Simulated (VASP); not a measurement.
# BP (F-43m) in VASP: a series of runs

BP is run at these levels: LDA; tasks: vibrations by perturbation theory.

Everything below comes from runs of VASP 6.6.1. Logs are shortened: lines on timing, memory, paths and dates and some standing lists are left out, and cuts for length are marked.

### 1 The cell of the first run

Symmetry: F-43m, No. 216, cubic system. Conventional cell: a = 4.346 Å, b = 4.346 Å, c = 4.346 Å, α = 90.00°, β = 90.00°, γ = 90.00°. Within 2.5 Å of B (site symmetry -43m) lie 4 P at 1.88 Å. P (site symmetry -43m) has 4 B at 1.88 Å within 2.5 Å.

### 2 Vibrations by perturbation theory, LDA

INCAR

```
SYSTEM = BP
PREC     = Accurate       ! precision mode
ENCUT    = 500            ! plane-wave cutoff, eV
EDIFF    = 1E-8           ! SCF threshold, eV
ISMEAR   = 0              ! smearing method
SIGMA    = 0.01           ! smearing width, eV
LREAL    = .FALSE.        ! projectors in reciprocal space
LASPH    = .TRUE.         ! aspherical terms in the spheres
NELM     = 120            ! most SCF steps
ALGO     = Normal         ! electronic algorithm
ISIF     = 2              ! what is computed and relaxed
LWAVE    = .FALSE.        ! write WAVECAR
LCHARG   = .TRUE.         ! write CHGCAR
IBRION   = 8              ! ionic algorithm
NSW      = 1              ! ionic steps
LEPSILON = .TRUE.         ! dielectric tensor by DFPT
GGA_COMPAT= .FALSE.
```

KPOINTS

```
regular mesh
0
G
  12 12 12
  0 0 0
```

POSCAR

```
BP
1.0
    0.0000000000      2.1729089052      2.1729089052
    2.1729089052      0.0000000000      2.1729089052
    2.1729089052      2.1729089052      0.0000000000
B P
1 1
Direct
    0.0000000000      0.0000000000      0.0000000000
    0.2500000000      0.2500000000      0.2500000000
```

Potentials or basis: VASP PAW LDA potentials, release 64 (B, P).

Run with:

```sh
cat potpaw_LDA.64/B/POTCAR potpaw_LDA.64/P/POTCAR > POTCAR
mpirun -np 1 vasp_std > vasp.out
```

OUTCAR:

```text
SYSTEM = BP
   PREC = Accurate
   ENCUT = 500
   EDIFF = 1E-8
   ISMEAR = 0
   LREAL = .FALSE.
   LASPH = .TRUE.
   NELM = 120
   ISIF = 2
   IBRION = 8
   NSW = 1
   LEPSILON = .TRUE.

 ion  position               nearest neighbor table
   1  0.000  0.000  0.000-   2 1.88   2 1.88   2 1.88   2 1.88
   2  0.250  0.250  0.250-   1 1.88   1 1.88   1 1.88   1 1.88

  LATTYP: Found a face centered cubic cell.
 ALAT       =     4.3458178104

  Lattice vectors:

 A1 = (   0.0000000000,   2.1729089052,   2.1729089052)
 A2 = (   2.1729089052,   0.0000000000,   2.1729089052)
 A3 = (   2.1729089052,   2.1729089052,   0.0000000000)

Analysis of symmetry for initial positions (statically):
=====================================================================
 Subroutine PRICEL returns:
 Original cell was already a primitive cell.

 Routine SETGRP: Setting up the symmetry group for a
 face centered cubic supercell.

 Subroutine GETGRP returns: Found 24 space group operations
 (whereof 24 operations were pure point group operations)
 out of a pool of 48 trial point group operations.

The static configuration has the point symmetry T_d .

Analysis of symmetry for dynamics (positions and initial velocities):
=====================================================================
 Subroutine PRICEL returns:
 Original cell was already a primitive cell.

 Routine SETGRP: Setting up the symmetry group for a
 face centered cubic supercell.

 Subroutine GETGRP returns: Found 24 space group operations
 (whereof 24 operations were pure point group operations)
 out of a pool of 48 trial point group operations.

The dynamic configuration has the point symmetry T_d .

 Subroutine INISYM returns: Found 24 space group operations
 (whereof 24 operations are pure point group operations),
 and found     1 'primitive' translations

----------------------------------------------------------------------------------------

                                     Primitive cell

  volume of cell :      20.5189

  direct lattice vectors                    reciprocal lattice vectors
     0.000000000  2.172908905  2.172908905    -0.230106287  0.230106287  0.230106287
     2.172908905  0.000000000  2.172908905     0.230106287 -0.230106287  0.230106287
     2.172908905  2.172908905  0.000000000     0.230106287  0.230106287 -0.230106287

  length of vectors
     3.072957244  3.072957244  3.072957244     0.398555780  0.398555780  0.398555780

  position of ions in fractional coordinates (direct lattice)
     0.000000000  0.000000000  0.000000000
     0.250000000  0.250000000  0.250000000

  ion indices of the primitive-cell ions
   primitive index   ion index
                 1           1
                 2           2

----------------------------------------------------------------------------------------

 KPOINTS: regular mesh

Automatic generation of k-mesh.
 Grid dimensions read from file:
 generate k-points for:   12   12   12

 Generating k-lattice:

  Cartesian coordinates                     Fractional coordinates (reciprocal lattice)
[... 412 lines left out ...]
 Free energy of the ion-electron system (eV)
  ---------------------------------------------------
  ---------------------------------------------------
  free energy    TOTEN  =        -0.48840783 eV

  energy without entropy =       -0.48840783

------------------------ aborting loop because EDIFF is reached ----------------------------------------

--------------------------------------- Ionic step        2  -------------------------------------------

------------------------ aborting loop because EDIFF is reached ----------------------------------------

--------------------------------------- Ionic step        3  -------------------------------------------

------------------------ aborting loop because EDIFF is reached ----------------------------------------

 PIEZOELECTRIC TENSOR FIELD DIRECTION 3  (e Angst)
 -----------------------------------------------------------------------------
    -0.00078  0.43746  0.00000           ( -0.00000  0.07725  0.00000)
     0.43746 -0.00078  0.00000           (  0.07725 -0.00000  0.00000)
     0.00000  0.00000  0.00047           (  0.00000  0.00000 -0.00000)

 PIEZOELECTRIC TENSOR FIELD DIRECTION 3  (C/m^2)
 -----------------------------------------------------------------------------
    -0.00061  0.34158  0.00000
     0.34158 -0.00061  0.00000
     0.00000  0.00000  0.00036

--------------------------------------- Ionic step        4  -------------------------------------------

------------------------ aborting loop because EDIFF is reached ----------------------------------------

[... ionic steps 5 to 6 ...]

--------------------------------------- Ionic step        7  -------------------------------------------

 Free energy of the ion-electron system (eV)
  ---------------------------------------------------
  ---------------------------------------------------
  free energy    TOTEN  =        -0.04091496 eV

  energy without entropy =       -0.04091496

------------------------ aborting loop because EDIFF is reached ----------------------------------------

 INTERNAL STRAIN TENSOR  FOR ION    2  DIRECTION 1   (eV/Angst):
 -----------------------------------------------------------------------------
     0.00540  0.00000  0.00000
     0.00000 -0.00027-12.35836
     0.00000-12.35836 -0.00027

 MACROSCOPIC STATIC DIELECTRIC TENSOR (including local field effects in DFT)
 ------------------------------------------------------
           9.207286    -0.000000     0.000000
           0.000000     9.207286     0.000000
          -0.000000    -0.000000     9.207286
 ------------------------------------------------------

 PIEZOELECTRIC TENSOR (including local field effects)  for field in x, y, z        (e  Angst)
          XX          YY          ZZ          XY          YZ          ZX
  --------------------------------------------------------------------------------
  x    -0.00000    -0.00000     0.00000     0.00000     0.43455     0.00000
  y     0.00000     0.00000     0.00000     0.00000     0.00000     0.43455
  z     0.00000     0.00000    -0.00000     0.43455     0.00000     0.00000

 PIEZOELECTRIC TENSOR (including local field effects)  for field in x, y, z        (C/m^2)
          XX          YY          ZZ          XY          YZ          ZX
  --------------------------------------------------------------------------------
  x    -0.00000    -0.00000     0.00000     0.00000     0.33931     0.00000
  y     0.00000     0.00000     0.00000     0.00000     0.00000     0.33931
  z     0.00000     0.00000    -0.00000     0.33931     0.00000     0.00000

 BORN EFFECTIVE CHARGES (including local field effects) (in |e|, cummulative output)
 ---------------------------------------------------------------------------------
 ion    1
    1    -0.94631     0.00000     0.00000
    2    -0.00000    -0.94631     0.00000
    3    -0.00000    -0.00000    -0.94631
 ion    2
    1     0.94631    -0.00000    -0.00000
    2     0.00000     0.94631    -0.00000
    3     0.00000     0.00000     0.94631

 INTERNAL STRAIN TENSOR FOR ION    2 for displacements in x,y,z  (eV/Angst):
          X           Y           Z          XY          YZ          ZX
  --------------------------------------------------------------------------------
  x    -0.00000     0.00000     0.00000     0.00000   -12.35836     0.00000
  y    -0.00000     0.00000    -0.00000     0.00000     0.00000   -12.35836
  z     0.00000     0.00000    -0.00000   -12.35836     0.00000     0.00000

 SECOND DERIVATIVES (NOT SYMMETRIZED)
 ------------------------------------
               1X          1Y          1Z          2X          2Y          2Z
  1X   -24.032432    0.000000    0.000000   24.032432    0.000000    0.000000
  1Y     0.000000  -24.032432    0.000000    0.000000   24.032432    0.000000
  1Z     0.000000    0.000000  -24.032432    0.000000    0.000000   24.032432
  2X    24.031822    0.000000    0.000000  -24.031822    0.000000    0.000000
  2Y     0.000000   24.031822    0.000000    0.000000  -24.031822    0.000000
  2Z     0.000000    0.000000   24.031822    0.000000    0.000000  -24.031822

 Eigenvectors and eigenvalues of the dynamical matrix
 ----------------------------------------------------

   1 f  =   27.072402 THz   170.100917 2PiTHz  903.038118 cm-1   111.962407 meV
             X         Y         Z           dx          dy          dz
      0.000000  0.000000  0.000000     0.000000    0.860974    0.000000
      1.086454  1.086454  1.086454     0.000000   -0.508650    0.000000
[... 21 lines left out ...]
   6 f/i=    0.000151 THz     0.000947 2PiTHz    0.005027 cm-1     0.000623 meV
             X         Y         Z           dx          dy          dz
      0.000000  0.000000  0.000000     0.000000    0.000000   -0.508650
      1.086454  1.086454  1.086454     0.000000    0.000000   -0.860974

--------------------------------------------------------------------------------------------------------

 MACROSCOPIC STATIC DIELECTRIC TENSOR IONIC CONTRIBUTION
 ------------------------------------------------------
           0.328617     0.000000     0.000000
           0.000000     0.328617    -0.000000
           0.000000    -0.000000     0.328617
 ------------------------------------------------------

 ELASTIC MODULI CONTR FROM IONIC RELAXATION (kBar)
 Direction    XX          YY          ZZ          XY          YZ          ZX
 --------------------------------------------------------------------------------
 XX          -0.0000      0.0000      0.0000      0.0000     -0.0000     -0.0000
 YY           0.0000     -0.0000      0.0000      0.0000      0.0000     -0.0000
 ZZ           0.0000      0.0000     -0.0000     -0.0000      0.0000     -0.0000
 XY           0.0000      0.0000     -0.0000   -515.7709     -0.0000      0.0000
 YZ          -0.0000      0.0000      0.0000     -0.0000   -515.7709     -0.0000
 ZX          -0.0000     -0.0000     -0.0000      0.0000     -0.0000   -515.7709
 --------------------------------------------------------------------------------

 PIEZOELECTRIC TENSOR IONIC CONTR  for field in x, y, z        (C/m^2)
          XX          YY          ZZ          XY          YZ          ZX
  --------------------------------------------------------------------------------
  x    -0.00000     0.00000     0.00000    -0.00000    -0.38739    -0.00000
  y    -0.00000    -0.00000    -0.00000     0.00000    -0.00000    -0.38739
  z     0.00000     0.00000    -0.00000    -0.38739    -0.00000     0.00000
```

It took 3.6 min on 1 thread of Intel Xeon 8259CL, shared host; peak memory 0.23 GiB.

Results:

| Quantity | Value |
| --- | --- |
| Electronic dielectric tensor (diagonal) | 9.21 |
| Born charges (mean of the diagonal) | B -0.95; P +0.95 e |
| Highest phonon frequency at Γ, LO-TO splitting left out | 903 cm⁻¹ |

Phonon frequencies in cm⁻¹ (negative: imaginary):
| q point | frequencies |
| --- | --- |
| (0.000, 0.000, 0.000) | 0 0 0 903 903 903 |

Electronic dielectric tensor:
```
9.21 0.00 0.00
0.00 9.21 0.00
0.00 0.00 9.21
```

Born effective charge tensors (e):
atom 1, B
```
-0.95  0.00  0.00
 0.00 -0.95  0.00
 0.00  0.00 -0.95
```
atom 2, P
```
0.95 0.00 0.00
0.00 0.95 0.00
0.00 0.00 0.95
```

Caveat: the cell stands under pressure or tension, which shifts response properties.

### 3 Vibrations by perturbation theory, LDA

This run uses another cell than the first one, of 10.73 Å³/atom.

INCAR

```
SYSTEM = BP
PREC = Accurate ; ENCUT = 500
EDIFF = 1E-8 ; ISMEAR = 0
SIGMA = 0.01 ; LREAL = .False.
LASPH = .True. ; NELM = 120
ALGO = Normal ; ISIF = 2
LWAVE = .False. ; LCHARG = .False.
IBRION = 8 ; NSW = 1
LEPSILON = .True. ; GGA_COMPAT = .False.
```

KPOINTS

```
Automatic mesh
0
Gamma
  12 12 12
  0 0 0
```

POSCAR

```
BP
1.0
    0.0000000000      2.2053451635      2.2053451635
    2.2053451635      0.0000000000      2.2053451635
    2.2053451635      2.2053451635      0.0000000000
B P
1 1
Direct
    0.0000000000      0.0000000000      0.0000000000
    0.2500000000      0.2500000000      0.2500000000
```

Potentials or basis: VASP PAW LDA potentials, release 64 (B, P).

Run with:

```sh
cat potpaw_LDA.64/B/POTCAR potpaw_LDA.64/P/POTCAR > POTCAR
mpirun -np 1 vasp_std > vasp.out
```

OUTCAR:

```text
SYSTEM = BP
   PREC = Accurate
   ENCUT = 500
   EDIFF = 1E-8
   ISMEAR = 0
   LREAL = .False.
   LASPH = .True.
   NELM = 120
   ISIF = 2
   IBRION = 8
   NSW = 1
   LEPSILON = .True.

 ion  position               nearest neighbor table
   1  0.000  0.000  0.000-   2 1.91   2 1.91   2 1.91   2 1.91
   2  0.250  0.250  0.250-   1 1.91   1 1.91   1 1.91   1 1.91

  LATTYP: Found a face centered cubic cell.
 ALAT       =     4.4106903270

  Lattice vectors:

 A1 = (   0.0000000000,   2.2053451635,   2.2053451635)
 A2 = (   2.2053451635,   0.0000000000,   2.2053451635)
 A3 = (   2.2053451635,   2.2053451635,   0.0000000000)

Analysis of symmetry for initial positions (statically):
=====================================================================
 Subroutine PRICEL returns:
 Original cell was already a primitive cell.

 Routine SETGRP: Setting up the symmetry group for a
 face centered cubic supercell.

[... 561 lines left out ...]
 SECOND DERIVATIVES (NOT SYMMETRIZED)
 ------------------------------------
               1X          1Y          1Z          2X          2Y          2Z
  1X   -22.011609    0.000000    0.000000   22.011609    0.000000    0.000000
  1Y     0.000000  -22.011609    0.000000    0.000000   22.011609    0.000000
  1Z     0.000000    0.000000  -22.011609    0.000000    0.000000   22.011609
  2X    22.014894    0.000000    0.000000  -22.014894    0.000000    0.000000
  2Y     0.000000   22.014894    0.000000    0.000000  -22.014894    0.000000
  2Z     0.000000    0.000000   22.014894    0.000000    0.000000  -22.014894

 Eigenvectors and eigenvalues of the dynamical matrix
 ----------------------------------------------------

   1 f  =   25.909774 THz   162.795914 2PiTHz  864.257047 cm-1   107.154169 meV
             X         Y         Z           dx          dy          dz
      0.000000  0.000000  0.000000     0.000000    0.860954    0.000000
      1.102673  1.102673  1.102673     0.000000   -0.508682    0.000000
[... 21 lines left out ...]
   6 f/i=    0.000847 THz     0.005320 2PiTHz    0.028242 cm-1     0.003502 meV
             X         Y         Z           dx          dy          dz
      0.000000  0.000000  0.000000     0.000000    0.000000   -0.508682
      1.102673  1.102673  1.102673     0.000000    0.000000   -0.860954

--------------------------------------------------------------------------------------------------------

 MACROSCOPIC STATIC DIELECTRIC TENSOR IONIC CONTRIBUTION
 ------------------------------------------------------
           0.244859     0.000000     0.000000
           0.000000     0.244859     0.000000
           0.000000    -0.000000     0.244859
 ------------------------------------------------------

 ELASTIC MODULI CONTR FROM IONIC RELAXATION (kBar)
 Direction    XX          YY          ZZ          XY          YZ          ZX
 --------------------------------------------------------------------------------
 XX          -0.0000      0.0000     -0.0000      0.0000     -0.0000     -0.0000
 YY           0.0000     -0.0000      0.0000      0.0000      0.0000      0.0000
 ZZ          -0.0000      0.0000     -0.0000     -0.0000      0.0000     -0.0000
 XY           0.0000      0.0000     -0.0000   -360.8418     -0.0000     -0.0000
 YZ          -0.0000      0.0000      0.0000     -0.0000   -360.8418     -0.0000
 ZX          -0.0000      0.0000     -0.0000      0.0000     -0.0000   -360.8418
 --------------------------------------------------------------------------------

 PIEZOELECTRIC TENSOR IONIC CONTR  for field in x, y, z        (C/m^2)
          XX          YY          ZZ          XY          YZ          ZX
  --------------------------------------------------------------------------------
  x    -0.00000     0.00000     0.00000    -0.00000    -0.27970    -0.00000
  y    -0.00000     0.00000    -0.00000     0.00000    -0.00000    -0.27970
  z     0.00000     0.00000    -0.00000    -0.27970    -0.00000    -0.00000
```

OSZICAR:

```text
N       E                     dE             d eps       ncg     rms          rms(c)
DAV:   1     0.782237302012E+01    0.78224E+01   -0.41834E+03  1152   0.886E+02
DAV:   2    -0.151643877268E+02   -0.22987E+02   -0.21551E+02  1768   0.111E+02
[... 147 lines left out ...]
RMM:   5    -0.410488816948E-01    0.36239E-04   -0.89870E-06  7553   0.937E-03    0.414E-03
RMM:   6    -0.410443088748E-01    0.45728E-05   -0.20074E-06  7535   0.123E-03    0.283E-03
RMM:   7    -0.410448110020E-01   -0.50213E-06   -0.77662E-07  7598   0.653E-04    0.163E-04
RMM:   8    -0.410438845378E-01    0.92646E-06   -0.19612E-07  7706   0.156E-04    0.808E-05
RMM:   9    -0.410436572499E-01    0.22729E-06   -0.44220E-09  7894   0.499E-05    0.117E-05
RMM:  10    -0.410436659321E-01   -0.86822E-08   -0.10125E-08  7931   0.898E-06    0.876E-06
 Linear response finished
```

stdout:

```text
POSCAR found type information on POSCAR B P
 POSCAR found :  2 types and       2 ions
 scaLAPACK will be used
 LDA part: xc-table for (Slater(with rela. corr.)+CA(PZ))
 , standard interpolation
 POSCAR, INCAR and KPOINTS ok, starting setup
 FFT: planning ... GRIDC
 FFT: planning ... GRID_SOFT
 FFT: planning ... GRID
[... 24 lines left out ...]
 Linear response to external field, progress :
  Direction:   3
 dielectric tensor                  component  3 :     1.385     2.062     9.205
 Linear response DOF=           2
 Linear response progress:
 first order change of Fermi-energy   0.10270E-03
 force on displaced ion       1 direction 1 : -22.012  -0.000  -0.000
 Born effective charge ion    1 direction 1 :  -0.800   0.000   0.000
 Linear response progress:
 first order change of Fermi-energy   0.82210E-04
 force on displaced ion       2 direction 1 : -22.015   0.000   0.000
 Born effective charge ion    2 direction 1 :   0.796   0.000   0.000
 Born effective charges drift removed
 Linear response finished
```

Run time: 3.3 min. Hardware: 1 thread of Intel Xeon 8259CL, shared host; peak memory 0.24 GiB.

Results:

| Quantity | Value |
| --- | --- |
| Electronic dielectric tensor (diagonal) | 9.20 |
| Born charges (mean of the diagonal) | B -0.80; P +0.80 e |
| Highest phonon frequency at Γ, LO-TO splitting left out | 864 cm⁻¹ |

Phonon frequencies in cm⁻¹ (negative: imaginary):
| q point | frequencies |
| --- | --- |
| (0.000, 0.000, 0.000) | 0 0 0 864 864 864 |

Electronic dielectric tensor:
```
9.20 0.00 0.00
0.00 9.20 0.00
0.00 0.00 9.20
```

Born effective charge tensors (e):
atom 1, B
```
-0.80  0.00  0.00
 0.00 -0.80  0.00
 0.00  0.00 -0.80
```
atom 2, P
```
0.80 0.00 0.00
0.00 0.80 0.00
0.00 0.00 0.80
```

Caveat: the cell stands under pressure or tension, which shifts response properties.

(Part 1 of 2 ends here.)
